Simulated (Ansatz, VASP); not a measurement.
## One calculation of C, two programs

```
C
1.0
     0.00000    2.09053    3.32851
     1.20761    0.00000    3.32851
     1.20761    2.09053    0.00000
C
2
Direct
  0.16670 0.83330 0.16670
  0.83330 0.16670 0.83330
```

Alike in both runs: task single point; functional PBE; dispersion D3(BJ); k mesh 16 × 16 × 16; occupations gaussian, width 0.03 eV; no spin polarisation.

|  | VASP | Ansatz |
| --- | --- | --- |
| version | VASP 6.6.1 | Ansatz 0.2.0 |
| potentials or method | VASP PAW PBE potentials, release 64 (C), cutoff 520 eV | scalar-relativistic, plane waves, PAW |
| valence electrons in the cell | 8 | 8 |

|  | VASP | Ansatz | Ansatz less VASP |
| --- | --- | --- | --- |
| gap on the k mesh at the Fermi level (eV) | 0.25 | 0.25 | +0.001 |
| least direct gap on the mesh (eV) | 0.29 | 0.29 | +0.001 |
| pressure (GPa) | 20.9 | 20.4 | -0.46 |
| traceless stress, the component that is largest in VASP (GPa) | -20.13 | -19.56 | +0.576 |
| rms of the force components (eV/Å) | 0.013 | 0.013 | 0.0000 |

Atom by atom the forces differ by 0.000 eV/Å (rms over components).
